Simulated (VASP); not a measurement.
NbRu3C, 5 atoms in the cell. It takes space group Pm-3m (No. 221, cubic). The conventional cell has a = 3.986 Å, b = 3.986 Å, c = 3.986 Å, α = 90.00°, β = 90.00°, γ = 90.00°. Within 2.6 Å of Ru (site symmetry 4/mmm) lie 2 C at 1.99 Å. Nb (site symmetry m-3m) has 12 Ru at 2.82 Å and 8 C at 3.45 Å within 3.7 Å. C (site symmetry m-3m) has 6 Ru at 1.99 Å within 2.6 Å. 

| Property | Result |
| --- | --- |
| Program | VASP 6.6.1 |
| Task | single point |
| Functional | LDA |
| Potentials or basis | VASP PAW LDA potentials, release 64 (Ru_sv, Nb_sv, C) |
| Cutoff | 700 eV |
| k mesh | 7 × 7 × 7 |
| Occupations | fermi-dirac, width 0.05 eV |
| Spin | no spin polarisation |
| Dipole correction | no |
| Further INCAR settings | ALGO = Normal; EDIFF = 1e-06; NBANDS = 40 |

Potentials or basis: VASP PAW LDA potentials, release 64 (Ru_sv, Nb_sv, C).

The run is started by

```console
$ cat potpaw_LDA.64/Ru_sv/POTCAR potpaw_LDA.64/Nb_sv/POTCAR potpaw_LDA.64/C/POTCAR > POTCAR
$ mpirun -np 1 vasp_std > vasp.out
```

Hardware: 1 thread of AMD EPYC 9R45 96-Core Processor (Zen 5), with other jobs on the host.

**Question.** Estimate the wall time of this run.

**Answer.** Run time: 46 s on 1 thread of AMD EPYC 9R45 96-Core Processor (Zen 5), on a shared host, peak memory 0.18 GiB. Counts: scf iterations 14, k points 20.
